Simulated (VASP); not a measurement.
## Rb: single point with PBEsol

The system is Rb.

```
CELL_PARAMETERS angstrom
0.00000 5.07392 5.07392
5.07392 0.00000 5.07392
5.07392 5.07392 0.00000
ATOMIC_POSITIONS crystal
Rb 0.12500 0.12500 0.12500
Rb 0.87500 0.87500 0.87500
```

This isn't the form of Rb at room conditions, which is bcc.

- Program: VASP 6.6.1
- Task: single point
- Functional: PBEsol
- Potentials or basis: VASP PAW PBE potentials, release 64 (Rb_sv)
- Cutoff: 520 eV
- k mesh: 6 × 6 × 6
- Occupations: fermi-dirac, width 0.1 eV
- Spin: no spin polarisation
- Dipole correction: no
- Further INCAR settings: ALGO = Normal; EDIFF = 1e-06; NBANDS = 16

The pressure is 0.0 GPa and the band gap on the k mesh is zero (bands 9 and 10 overlap by 0.16 eV).

Levels at points of the mesh, in eV from the Fermi level:
| k point | band 7 | band 8 | band 9 | band 10 | band 11 | band 12 |
| --- | --- | --- | --- | --- | --- | --- |
| (0.00, 0.00, 0.00) | -13.33 | -13.33 | -1.59 | 2.07 | 2.07 | 2.07 |
| (0.50, 0.00, 0.00) | -13.32 | -13.32 | -0.62 | -0.04 | 1.78 | 1.78 |
| (0.50, 0.50, 0.00) | -13.31 | -13.31 | 0.02 | 0.02 | 1.10 | 1.10 |

Wall time 74 s on 1 thread of Intel(R) Xeon(R) Platinum 8259CL CPU @ 2.50GHz (Skylake/Cascade Lake), with other jobs on the host, peak memory 0.4 GiB.

Caveat: the PAW data sets were made with another functional, which shifts forces and pressure a little.
